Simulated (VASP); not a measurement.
# SnSe (Fm-3m) in VASP: settings compared

The runs below take SnSe through single point, with PBE, PBE+D4.

Everything below comes from runs of VASP 6.6.1. Logs are shortened: lines on timing, memory, paths and dates and some standing lists are left out, and cuts for length are marked.

### 1 The cell of the first run

It takes space group Fm-3m (No. 225, cubic). The conventional cell has a = 5.970 Å, b = 5.970 Å, c = 5.970 Å, α = 90.00°, β = 90.00°, γ = 90.00°. Within 3.9 Å of Sn (site symmetry m-3m) lie 6 Se at 2.98 Å. Within 3.9 Å of Se (site symmetry m-3m) lie 6 Sn at 2.98 Å.

### 2 Single point, PBE

Contents of INCAR:

```
PREC = Accurate
ENCUT = 520
EDIFF = 1E-6
ISMEAR = 0
SIGMA = 0.01
LREAL = False
LASPH = True
NELM = 60
ALGO = Normal
ISIF = 2
LWAVE = False
LCHARG = False
GGA = PE
NBANDS = 17
```

Contents of KPOINTS:

```
Automatic mesh
0
Gamma
  4 4 4
```

Contents of POSCAR:

```
SnSe
1.0
    0.0000000000      2.9848894932      2.9848894932
    2.9848894932      0.0000000000      2.9848894932
    2.9848894932      2.9848894932      0.0000000000
Sn Se
1 1
Direct
    0.0000000000      0.0000000000      0.0000000000
    0.5000000000      0.5000000000      0.5000000000
```

Potentials or basis: VASP PAW PBE potentials, release 64 (Sn_d, Se).

Run with:

```sh
cat potpaw_PBE.64/Sn_d/POTCAR potpaw_PBE.64/Se/POTCAR > POTCAR
mpirun -np 1 vasp_std > vasp.out
```

OUTCAR:

```text
PREC = Accurate
   ENCUT = 520
   EDIFF = 1E-6
   ISMEAR = 0
   LREAL = False
   LASPH = True
   NELM = 60
   ISIF = 2
   GGA = PE

 ion  position               nearest neighbor table
   1  0.000  0.000  0.000-   2 2.98   2 2.98   2 2.98   2 2.98   2 2.98   2 2.98
   2  0.500  0.500  0.500-   1 2.98   1 2.98   1 2.98   1 2.98   1 2.98   1 2.98

  LATTYP: Found a face centered cubic cell.
 ALAT       =     5.9697789864

  Lattice vectors:

 A1 = (   0.0000000000,   2.9848894932,   2.9848894932)
 A2 = (   2.9848894932,   0.0000000000,   2.9848894932)
 A3 = (   2.9848894932,   2.9848894932,   0.0000000000)

Analysis of symmetry for initial positions (statically):
=====================================================================
 Subroutine PRICEL returns:
 Original cell was already a primitive cell.

 Routine SETGRP: Setting up the symmetry group for a
 face centered cubic supercell.

 Subroutine GETGRP returns: Found 48 space group operations
 (whereof 48 operations were pure point group operations)
 out of a pool of 48 trial point group operations.

The static configuration has the point symmetry O_h .

Analysis of symmetry for dynamics (positions and initial velocities):
=====================================================================
 Subroutine PRICEL returns:
 Original cell was already a primitive cell.

 Routine SETGRP: Setting up the symmetry group for a
 face centered cubic supercell.

 Subroutine GETGRP returns: Found 48 space group operations
 (whereof 48 operations were pure point group operations)
 out of a pool of 48 trial point group operations.

The dynamic configuration has the point symmetry O_h .

 Subroutine INISYM returns: Found 48 space group operations
 (whereof 48 operations are pure point group operations),
 and found     1 'primitive' translations

----------------------------------------------------------------------------------------

                                     Primitive cell

  volume of cell :      53.1881

  direct lattice vectors                    reciprocal lattice vectors
     0.000000000  2.984889493  2.984889493    -0.167510389  0.167510389  0.167510389
     2.984889493  0.000000000  2.984889493     0.167510389 -0.167510389  0.167510389
     2.984889493  2.984889493  0.000000000     0.167510389  0.167510389 -0.167510389

  length of vectors
     4.221271203  4.221271203  4.221271203     0.290136504  0.290136504  0.290136504

  position of ions in fractional coordinates (direct lattice)
     0.000000000  0.000000000  0.000000000
     0.500000000  0.500000000  0.500000000

  ion indices of the primitive-cell ions
   primitive index   ion index
                 1           1
                 2           2

----------------------------------------------------------------------------------------

 KPOINTS: Automatic mesh

Automatic generation of k-mesh.
 Grid dimensions read from file:
 generate k-points for:    4    4    4

 Generating k-lattice:

  Cartesian coordinates                     Fractional coordinates (reciprocal lattice)
    -0.041877597  0.041877597  0.041877597     0.250000000  0.000000000  0.000000000
     0.041877597 -0.041877597  0.041877597     0.000000000  0.250000000  0.000000000
     0.041877597  0.041877597 -0.041877597     0.000000000  0.000000000  0.250000000

  Length of vectors
     0.072534126  0.072534126  0.072534126

  Shift w.r.t. Gamma in fractional coordinates (k-lattice)
     0.000000000  0.000000000  0.000000000

 Subroutine IBZKPT returns following result:
 ===========================================

 Found      8 irreducible k-points:

 Following reciprocal coordinates:
            Coordinates               Weight
  0.000000  0.000000  0.000000      1.000000
  0.250000  0.000000  0.000000      8.000000
  0.500000  0.000000  0.000000      4.000000
  0.250000  0.250000  0.000000      6.000000
  0.500000  0.250000  0.000000     24.000000
 -0.250000  0.250000  0.000000     12.000000
  0.500000  0.500000  0.000000      3.000000
 -0.250000  0.500000  0.250000      6.000000
   k-points           NKPTS =      8   k-points in BZ     NKDIM =      8   number of bands    NBANDS=     17
   number of dos      NEDOS =    301   number of ions     NIONS =      2
   total plane-waves  NPLWV =  32768
   dimension x,y,z NGX =    32 NGY =   32 NGZ =   32
   dimension x,y,z NGXF=    64 NGYF=   64 NGZF=   64
   ions per type =               1   1
   NGX,Y,Z   is equivalent  to a cutoff of  12.60, 12.60, 12.60 a.u.
   NGXF,Y,Z  is equivalent  to a cutoff of  25.21, 25.21, 25.21 a.u.
 SYSTEM =  unknown system
   PREC   = accura    normal or accurate (medium, high low for compatibility)
   ISTART =      0    job   : 0-new  1-cont  2-samecut
   ICHARG =      2    charge: 1-file 2-atom 10-const
   ISPIN  =      1    spin polarized calculation?
   LNONCOLLINEAR =      F non collinear calculations
   LSORBIT =      F    spin-orbit coupling
   LASPH  =      T    aspherical Exc in radial PAW
   ENCUT  =  520.0 eV  38.22 Ry    6.18 a.u.   7.85  7.85  7.85*2*pi/ulx,y,z
   NELM   =     60;   NELMIN=  2; NELMDL= -5     # of ELM steps
   EDIFF  = 0.1E-05   stopping-criterion for ELM
   LREAL  =      F    real-space projection
   EDIFFG = 0.1E-04   stopping-criterion for IOM
   NSW    =      0    number of steps for IOM
   IBRION =     -1    ionic relax: 0-MD 1-quasi-New 2-CG
   NFREE  =      0    steps in history (QN), initial steepest desc. (CG)
   ISIF   =      2    stress and relaxation
   ISYM   =      2    0-nonsym 1-usesym 2-fastsym
   POTIM  = 0.5000    time-step for ionic-motion
   TEBEG  =    0.0;   TEEND  =   0.0 temperature during run
   PSTRESS=    0.0 pullay stress
   NELECT =      20.0000    total number of electrons
   NUPDOWN=      -1.0000    fix difference up-down
   EMIN   =  10.00;   EMAX   =-10.00  energy-range for DOS
   EFERMI =   0.00;   METHOD = LEGACY
   ISMEAR =     0;   SIGMA  =   0.01  broadening in eV -4-tet -1-fermi 0-gaus
   EFERMI_NEDOS =   21; number of points for ismear=-14 and -15
   IALGO  =     38    algorithm
   IMIX   =      4    mixing-type and parameters
     AMIX     =   0.40;   BMIX     =  1.00
     AMIX_MAG =   1.60;   BMIX_MAG =  1.00
  volume/ion in A,a.u.               =      26.59       179.47
  Fermi-wavevector in a.u.,A,eV,Ry     =   1.181626  2.232949 18.996987  1.396239
  Thomas-Fermi vector in A             =   2.317895
   LORBIT       =      0    0 simple, 1 ext, 2 COOP (PROOUT), +10 PAW based schemes
   GGA     = PE    functional components
   LHFCALC =     F    Hartree Fock is set to
   AEXX    =    0.0000 exact exchange contribution
   IVDW    =     0    specifies the selected vdW correction
   LEPSILON=     F    determine dielectric tensor
   LRPA    =     F    only Hartree local field effects (RPA)
 non-spin polarized calculation
 Gauss-broadening in eV      SIGMA  =   0.01
  energy-cutoff  :      520.00
  volume of cell :       53.19
 maximum number of plane-waves:      1459
   NGX = 15   NGY = 15   NGZ = 15

 number of electron      20.0000008 magnetization

 Free energy of the ion-electron system (eV)
  ---------------------------------------------------
  ext. energy  EPLUGINS =         0.00000000
  ---------------------------------------------------
  free energy    TOTEN  =        -8.26390118 eV

  energy without entropy =       -8.26390118  energy(sigma->0) =       -8.26390118

 E-fermi :   5.8774     XC(G=0):  -9.7429

 val. band max:        5.8166128898   @ k =   0.5000   0.0000   0.0000
 cond. band min:       6.4975623389   @ k =   0.5000   0.0000   0.0000
 fundamental gap:      0.6809494491
 Fermi energy:         5.8773617277

 k-point     1 :       0.0000    0.0000    0.0000
  band No.  band energies     occupation
      1     -15.7795      2.00000
      2     -15.7795      2.00000
      3     -15.7786      2.00000
      4     -15.7786      2.00000
      5     -15.7786      2.00000
      6      -8.2324      2.00000
[... 9 lines left out ...]
     16      11.6820      0.00000
     17      14.0223      0.00000

 k-point     2 :       0.2500    0.0000    0.0000
  band No.  band energies     occupation
      1     -15.7838      2.00000
      2     -15.7838      2.00000
      3     -15.7772      2.00000
      4     -15.7716      2.00000
      5     -15.7716      2.00000
      6      -7.8125      2.00000
[... 9 lines left out ...]
     16      13.0373      0.00000
     17      17.2894      0.00000

 k-point     3 :       0.5000    0.0000    0.0000
  band No.  band energies     occupation
      1     -15.7883      2.00000
      2     -15.7883      2.00000
      3     -15.7760      2.00000
      4     -15.7645      2.00000
      5     -15.7645      2.00000
      6      -7.2569      2.00000
[... 9 lines left out ...]
     16      16.0798      0.00000
     17      16.0798      0.00000

 k-point     4 :       0.2500    0.2500    0.0000
  band No.  band energies     occupation
      1     -15.7929      2.00000
      2     -15.7822      2.00000
      3     -15.7753      2.00000
      4     -15.7690      2.00000
      5     -15.7690      2.00000
      6      -7.6723      2.00000
[... 9 lines left out ...]
     16      15.0234      0.00000
     17      15.0234      0.00000

 k-point     5 :       0.5000    0.2500    0.0000
  band No.  band energies     occupation
      1     -15.7989      2.00000
      2     -15.7790      2.00000
      3     -15.7782      2.00000
      4     -15.7658      2.00000
      5     -15.7625      2.00000
      6      -7.1197      2.00000
[... 9 lines left out ...]
     16      16.5671      0.00000
     17      17.3268      0.00000

 k-point     6 :      -0.2500    0.2500    0.0000
  band No.  band energies     occupation
      1     -15.7899      2.00000
      2     -15.7842      2.00000
      3     -15.7733      2.00000
      4     -15.7685      2.00000
      5     -15.7682      2.00000
      6      -7.3030      2.00000
[... 9 lines left out ...]
     16      15.1256      0.00000
     17      16.2578      0.00000

 k-point     7 :       0.5000    0.5000    0.0000
  band No.  band energies     occupation
      1     -15.8119      2.00000
      2     -15.7858      2.00000
      3     -15.7711      2.00000
      4     -15.7592      2.00000
      5     -15.7592      2.00000
      6      -6.9580      2.00000
[... 9 lines left out ...]
     16      17.6942      0.00000
     17      18.5259      0.00000

 k-point     8 :      -0.2500    0.5000    0.2500
  band No.  band energies     occupation
      1     -15.8017      2.00000
      2     -15.7784      2.00000
      3     -15.7727      2.00000
      4     -15.7727      2.00000
      5     -15.7591      2.00000
      6      -6.9294      2.00000
[... 9 lines left out ...]
     16      17.2493      0.00000
     17      18.6565      0.00000

------------------------ aborting loop because EDIFF is reached ----------------------------------------

  FORCE on cell =-STRESS in cart. coord.  units (eV):
  Direction    XX          YY          ZZ          XY          YZ          ZX
  --------------------------------------------------------------------------------------
  -------------------------------------------------------------------------------------
  Total        0.2832507      0.2832507      0.2832507      0.0000000      0.0000000     -0.0000000
  in kB        8.5323126      8.5323126      8.5323126      0.0000000      0.0000000     -0.0000000
  external PRESSURE =       8.5323126 kB  Pullay stress =       0.0000000 kB

 VOLUME and BASIS-vectors are now :
 -----------------------------------------------------------------------------
  energy-cutoff  :      520.00
  volume of cell :       53.19
      direct lattice vectors                 reciprocal lattice vectors
     0.000000000  2.984889493  2.984889493    -0.167510389  0.167510389  0.167510389
     2.984889493  0.000000000  2.984889493     0.167510389 -0.167510389  0.167510389
     2.984889493  2.984889493  0.000000000     0.167510389  0.167510389 -0.167510389

 POSITION                                       TOTAL-FORCE (eV/Angst)
 -----------------------------------------------------------------------------------
      0.00000      0.00000      0.00000         0.000000     -0.000000      0.000000
      2.98489      2.98489      2.98489        -0.000000      0.000000     -0.000000
 -----------------------------------------------------------------------------------
    total drift:                                0.000000     -0.000000     -0.000000

  FREE ENERGIE OF THE ION-ELECTRON SYSTEM (eV)
  ---------------------------------------------------
  free  energy   TOTEN  =        -8.2639011766 eV

  energy  without entropy=       -8.2639011766  energy(sigma->0) =       -8.26390118
```

Wall time 10 s (1 thread of Intel Xeon Platinum 8259CL at 2.50GHz (Skylake/Cascade Lake), shared host); peak memory 0.17 GiB.

What came out:

| Quantity | Value |
| --- | --- |
| Free energy | -8.2639 eV |
| Pressure | 0.9 GPa |
| Band gap on the k mesh | 0.68 eV, direct |

Caveat: the k points lie up to 0.46 Å⁻¹ apart; spin-orbit coupling is left out, which moves the levels of the heavy elements.

[end of part 1 of 2]
